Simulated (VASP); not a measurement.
# Ti (I4/mmm) in VASP: a series of runs

The runs below take Ti through single point, with PBE.

Everything below comes from runs of VASP 6.6.1. Logs are shortened: lines on timing, memory, paths and dates and some standing lists are left out, and cuts for length are marked.

### Step 1. The cell of the first run

The structure is tetragonal, space group I4/mmm (No. 139). Conventional cell: a = 2.645 Å, b = 2.645 Å, c = 4.142 Å, α = 90.00°, β = 90.00°, γ = 90.00°. Within 3.5 Å of Ti (site symmetry 4/mmm) lie 12 Ti at 2.65 to 2.79 Å.

### Step 2. Single point, PBE (volume 14.488 Å^3 an atom, c/a of the conventional cell 1.5658)

The input, INCAR:

```
ALGO     = Fast           # electronic algorithm
EDIFF    = 1E-6           # SCF threshold, eV
ENCUT    = 520            # plane-wave cutoff, eV
GGA      = PE             # functional
ISIF     = 2              # what is computed and relaxed
ISMEAR   = 0              # smearing method
LASPH    = True           # aspherical terms in the spheres
LCHARG   = True           # write CHGCAR
LELF     = True           # ELF
LREAL    = False          # projectors in reciprocal space
LVHAR    = True         
LWAVE    = False          # write WAVECAR
NBANDS   = 12             # bands
NELM     = 100            # most SCF steps
PREC     = Accurate       # precision mode
SIGMA    = 0.15           # smearing width, eV
```

The input, KPOINTS:

```
k-points
0
Gamma
  22 22 22
```

The input, POSCAR:

```
Ti
1.0
   -1.3225254935      1.3225254935      2.0708104177
    1.3225254935     -1.3225254935      2.0708104177
    1.3225254935      1.3225254935     -2.0708104177
Ti
1
Direct
    0.0000000000      0.0000000000      0.0000000000
```

Potentials or basis: VASP PAW PBE potentials, release 64 (Ti_sv).

Started as:

```
cat potpaw_PBE.64/Ti_sv/POTCAR > POTCAR
mpirun -np 1 vasp_std > vasp.out
```

OUTCAR:

```text
EDIFF = 1E-6
   ENCUT = 520
   GGA = PE
   ISIF = 2
   ISMEAR = 0
   LASPH = True
   LREAL = False
   NELM = 100
   PREC = Accurate

 ion  position               nearest neighbor table
   1  0.000  0.000  0.000-

  LATTYP: Found a body centered tetragonal cell.
 ALAT       =     2.6450509870
 C/A-ratio  =     1.5658000000

  Lattice vectors:

 A1 = (  -1.3225254935,   1.3225254935,   2.0708104177)
 A2 = (   1.3225254935,  -1.3225254935,   2.0708104177)
 A3 = (   1.3225254935,   1.3225254935,  -2.0708104177)

Analysis of symmetry for initial positions (statically):
=====================================================================
 Subroutine PRICEL returns:
 Original cell was already a primitive cell.

 Routine SETGRP: Setting up the symmetry group for a
 body centered tetragonal supercell.

 Subroutine GETGRP returns: Found 16 space group operations
 (whereof 16 operations were pure point group operations)
 out of a pool of 16 trial point group operations.

The static configuration has the point symmetry D_4h.

Analysis of symmetry for dynamics (positions and initial velocities):
=====================================================================
 Subroutine PRICEL returns:
 Original cell was already a primitive cell.

 Routine SETGRP: Setting up the symmetry group for a
 body centered tetragonal supercell.

 Subroutine GETGRP returns: Found 16 space group operations
 (whereof 16 operations were pure point group operations)
 out of a pool of 16 trial point group operations.

The dynamic configuration has the point symmetry D_4h.

 Subroutine INISYM returns: Found 16 space group operations
 (whereof 16 operations are pure point group operations),
 and found     1 'primitive' translations

----------------------------------------------------------------------------------------

                                     Primitive cell

  volume of cell :      14.4880

  direct lattice vectors                    reciprocal lattice vectors
    -1.322525493  1.322525493  2.070810418     0.000000000  0.378064546  0.241451364
     1.322525493 -1.322525493  2.070810418     0.378064546  0.000000000  0.241451364
     1.322525493  1.322525493 -2.070810418     0.378064546  0.378064546  0.000000000

  length of vectors
     2.790412720  2.790412720  2.790412720     0.448588410  0.448588410  0.534664008

  position of ions in fractional coordinates (direct lattice)
     0.000000000  0.000000000  0.000000000

  ion indices of the primitive-cell ions
   primitive index   ion index
                 1           1

----------------------------------------------------------------------------------------

 KPOINTS: k-points

Automatic generation of k-mesh.
 Grid dimensions read from file:
 generate k-points for:   22   22   22

 Generating k-lattice:

  Cartesian coordinates                     Fractional coordinates (reciprocal lattice)
     0.000000000  0.017184752  0.010975062     0.045454545  0.000000000  0.000000000
     0.017184752  0.000000000  0.010975062     0.000000000  0.045454545  0.000000000
     0.017184752  0.017184752  0.000000000     0.000000000  0.000000000  0.045454545

  Length of vectors
     0.020390382  0.020390382  0.024302909

  Shift w.r.t. Gamma in fractional coordinates (k-lattice)
     0.000000000  0.000000000  0.000000000

 Subroutine IBZKPT returns following result:
 ===========================================

 Found    834 irreducible k-points:

 Following reciprocal coordinates:
            Coordinates               Weight
  0.000000  0.000000  0.000000      1.000000
  0.045455  0.000000  0.000000      8.000000
  0.090909  0.000000  0.000000      8.000000
  0.136364  0.000000  0.000000      8.000000
  0.181818  0.000000 -0.000000      8.000000
  0.227273 -0.000000  0.000000      8.000000
[... 16 lines left out ...]
  0.500000  0.045455  0.000000     16.000000
 -0.454545  0.045455 -0.000000     16.000000
 [... further k-points ...]
   k-points           NKPTS =    834   k-points in BZ     NKDIM =    834   number of bands    NBANDS=     12
   number of dos      NEDOS =    301   number of ions     NIONS =      1
   total plane-waves  NPLWV =  13824
   dimension x,y,z NGX =    24 NGY =   24 NGZ =   24
   dimension x,y,z NGXF=    48 NGYF=   48 NGZF=   48
   ions per type =               1
   NGX,Y,Z   is equivalent  to a cutoff of  14.30, 14.30, 14.30 a.u.
   NGXF,Y,Z  is equivalent  to a cutoff of  28.60, 28.60, 28.60 a.u.
 SYSTEM =  unknown system
   PREC   = accura    normal or accurate (medium, high low for compatibility)
   ISTART =      0    job   : 0-new  1-cont  2-samecut
   ICHARG =      2    charge: 1-file 2-atom 10-const
   ISPIN  =      1    spin polarized calculation?
   LNONCOLLINEAR =      F non collinear calculations
   LSORBIT =      F    spin-orbit coupling
   LASPH  =      T    aspherical Exc in radial PAW
   ENCUT  =  520.0 eV  38.22 Ry    6.18 a.u.   5.19  5.19  5.19*2*pi/ulx,y,z
   NELM   =    100;   NELMIN=  2; NELMDL= -5     # of ELM steps
   EDIFF  = 0.1E-05   stopping-criterion for ELM
   LREAL  =      F    real-space projection
   EDIFFG = 0.1E-04   stopping-criterion for IOM
   NSW    =      0    number of steps for IOM
   IBRION =     -1    ionic relax: 0-MD 1-quasi-New 2-CG
   NFREE  =      0    steps in history (QN), initial steepest desc. (CG)
   ISIF   =      2    stress and relaxation
   ISYM   =      2    0-nonsym 1-usesym 2-fastsym
   POTIM  = 0.5000    time-step for ionic-motion
   TEBEG  =    0.0;   TEEND  =   0.0 temperature during run
   PSTRESS=    0.0 pullay stress
   NELECT =      12.0000    total number of electrons
   NUPDOWN=      -1.0000    fix difference up-down
   EMIN   =  10.00;   EMAX   =-10.00  energy-range for DOS
   EFERMI =   0.00;   METHOD = LEGACY
   ISMEAR =     0;   SIGMA  =   0.15  broadening in eV -4-tet -1-fermi 0-gaus
   EFERMI_NEDOS =   21; number of points for ismear=-14 and -15
   IALGO  =     68    algorithm
   IMIX   =      4    mixing-type and parameters
     AMIX     =   0.40;   BMIX     =  1.00
     AMIX_MAG =   1.60;   BMIX_MAG =  1.00
  volume/ion in A,a.u.               =      14.49        97.77
  Fermi-wavevector in a.u.,A,eV,Ry     =   1.537443  2.905347 32.160524  2.363732
  Thomas-Fermi vector in A             =   2.643951
   LORBIT       =      0    0 simple, 1 ext, 2 COOP (PROOUT), +10 PAW based schemes
   GGA     = PE    functional components
   LHFCALC =     F    Hartree Fock is set to
   AEXX    =    0.0000 exact exchange contribution
   IVDW    =     0    specifies the selected vdW correction
   LEPSILON=     F    determine dielectric tensor
   LRPA    =     F    only Hartree local field effects (RPA)
 non-spin polarized calculation
 RMM-DIIS sequential band-by-band and
 Gauss-broadening in eV      SIGMA  =   0.15
  energy-cutoff  :      520.00
  volume of cell :       14.49
 maximum number of plane-waves:       403
 NGX is ok and might be reduce to    24
   NGX = 11   NGY = 11   NGZ = 11

 number of electron      12.0000001 magnetization

 Free energy of the ion-electron system (eV)
  ---------------------------------------------------
  ext. energy  EPLUGINS =         0.00000000
  ---------------------------------------------------
  free energy    TOTEN  =        -7.57338268 eV

  energy without entropy =       -7.55441692  energy(sigma->0) =       -7.56389980

 E-fermi :  10.2532     XC(G=0): -12.3784

 val. band max:       10.2522839837   @ k =  -0.0455  -0.2727   0.0455
 cond. band min:      10.2540664101   @ k =  -0.2273   0.3636   0.1364
 fundamental gap:      0.0017824264
 Fermi energy:        10.2531952974

 k-point     1 :       0.0000    0.0000    0.0000
  band No.  band energies     occupation
      1     -46.1590      2.00000
      2     -21.7526      2.00000
      3     -21.7148      2.00000
      4     -21.7148      2.00000
      5       3.8275      2.00000
      6      10.6139      0.00067
      7      11.6559      0.00000
      8      11.6559      0.00000
      9      12.6338      0.00000
     10      13.8980      0.00000
     11      26.7407      0.00000
     12      29.9769      0.00000

 k-point     2 :       0.0455    0.0000    0.0000
  band No.  band energies     occupation
      1     -46.1539      2.00000
      2     -21.7645      2.00000
      3     -21.7332      2.00000
      4     -21.7162      2.00000
      5       3.9083      2.00000
      6      10.6291      0.00039
      7      11.6140      0.00000
      8      11.6866      0.00000
      9      12.6245      0.00000
     10      13.8659      0.00000
     11      26.8317      0.00000
     12      29.9169      0.00000

 k-point     3 :       0.0909    0.0000    0.0000
  band No.  band energies     occupation
      1     -46.1392      2.00000
      2     -21.8279      2.00000
      3     -21.7578      2.00000
      4     -21.7204      2.00000
      5       4.1458      2.00000
      6      10.6570      0.00014
      7      11.5026      0.00000
      8      11.7733      0.00000
      9      12.6145      0.00000
     10      13.7781      0.00000
     11      27.0685      0.00000
     12      29.5305      0.00000
[... 286 lines left out ...]
 k-point    23 :       0.5000    0.0455    0.0000
  band No.  band energies     occupation
      1     -45.9008      2.00000
      2     -22.9233      2.00000
      3     -21.9616      2.00000
      4     -21.8006      2.00000
      5       7.3170      2.00000
      6      10.6361      0.00031
      7      11.2165      0.00000
      8      11.7750      0.00000
      9      14.6100      0.00000
     10      14.9443      0.00000
     11      20.6037      0.00000
     12      25.6842      0.00000

 k-point    24 :      -0.4545    0.0455   -0.0000
  band No.  band energies     occupation
      1     -45.9088      2.00000
      2     -22.8894      2.00000
      3     -21.9554      2.00000
      4     -21.7963      2.00000
      5       7.2884      2.00000
      6      10.6854      0.00005
      7      11.0679      0.00000
      8      11.7247      0.00000
      9      14.4953      0.00000
     10      14.8405      0.00000
     11      20.9848      0.00000
     12      25.8263      0.00000

 [... further k-points ...]

------------------------ aborting loop because EDIFF is reached ----------------------------------------

  FORCE on cell =-STRESS in cart. coord.  units (eV):
  Direction    XX          YY          ZZ          XY          YZ          ZX
  --------------------------------------------------------------------------------------
  -------------------------------------------------------------------------------------
  Total        2.4012298      2.4012298      2.1787120      0.0000000     -0.0000000      0.0000000
  in kB      265.5436161    265.5436161    240.9361499      0.0000000     -0.0000000      0.0000000
  external PRESSURE =     257.3411274 kB  Pullay stress =       0.0000000 kB

 VOLUME and BASIS-vectors are now :
 -----------------------------------------------------------------------------
  energy-cutoff  :      520.00
  volume of cell :       14.49
      direct lattice vectors                 reciprocal lattice vectors
    -1.322525493  1.322525493  2.070810418     0.000000000  0.378064546  0.241451364
     1.322525493 -1.322525493  2.070810418     0.378064546  0.000000000  0.241451364
     1.322525493  1.322525493 -2.070810418     0.378064546  0.378064546  0.000000000

 POSITION                                       TOTAL-FORCE (eV/Angst)
 -----------------------------------------------------------------------------------
      0.00000      0.00000      0.00000        -0.000000      0.000000     -0.000000
 -----------------------------------------------------------------------------------
    total drift:                                0.000000      0.000000     -0.000000

  FREE ENERGIE OF THE ION-ELECTRON SYSTEM (eV)
  ---------------------------------------------------
  free  energy   TOTEN  =        -7.5733826832 eV

  energy  without entropy=       -7.5544169187  energy(sigma->0) =       -7.56389980
```

It took 3 min on 1 thread of Intel Xeon 6975P-C, shared host; peak memory 0.26 GiB.

Results:

```yaml
Free_energy: -7.5734 eV
Pressure: 25.7 GPa
Band_gap_on_the_k_mesh: zero (band 6 reaches 10.92 eV, above the bottom of band 7 at 9.54 eV)
```

Stress tensor (GPa, compression positive):
```
26.55  0.00  0.00
 0.00 26.55  0.00
 0.00  0.00 24.09
```

### Step 3. Single point, PBE (volume 14.488 Å^3 an atom, c/a of the conventional cell 1.1612)

The input, INCAR:

```
SYSTEM = Ti
  PREC = Accurate
  ENCUT = 520
  EDIFF = 1E-7
  ISMEAR = 0
  SIGMA = 0.15
  LREAL = .False.
  LASPH = .True.
  NELM = 100
  ALGO = Fast
  ISIF = 2
  LWAVE = .False.
  LCHARG = .False.
  GGA = PE
  NBANDS = 12
```

The input, KPOINTS:

```
regular mesh
0
Gamma
  22 22 22
  0 0 0
```

The input, POSCAR:

```
Ti
1.0
   -1.4611017904      1.4611017904      1.6966313991
    1.4611017904     -1.4611017904      1.6966313991
    1.4611017904      1.4611017904     -1.6966313991
Ti
1
Direct
    0.0000000000      0.0000000000      0.0000000000
```

Potentials or basis: VASP PAW PBE potentials, release 64 (Ti_sv).

Started as:

```
cat potpaw_PBE.64/Ti_sv/POTCAR > POTCAR
mpirun -np 1 vasp_std > vasp.out
```

Wall time 4.1 min (1 thread of Intel Xeon 6975P-C, shared host); peak memory 0.26 GiB.

It converged, with:

```
Free energy            : -7.5586 eV
Pressure               : 25.1 GPa
Band gap on the k mesh : zero (band 6 reaches 11.28 eV, above the bottom of band 7 at 9.46 eV)
```

Stress tensor (GPa, compression positive):
```
24.62  0.00  0.00
 0.00 24.62  0.00
 0.00  0.00 26.05
```

Levels at points of the mesh, in eV from the Fermi level:
```csv
k point,band 2,band 3,band 4,band 5,band 6,band 7,band 8,band 9,band 10,band 11
"(0.00, 0.00, 0.00)",-31.90,-31.90,-31.89,-6.37,0.79,0.79,1.96,2.34,3.69,17.09
"(0.50, 0.00, 0.00)",-33.09,-32.18,-31.91,-2.97,-0.10,1.45,2.23,3.99,5.02,10.54
"(0.50, 0.50, 0.00)",-33.04,-32.32,-32.03,-3.12,-1.61,2.63,4.12,4.18,5.29,11.72
"(0.50, 0.50, 0.50)",-32.88,-32.54,-32.54,-3.11,-2.60,4.58,4.88,4.88,7.10,11.51
```
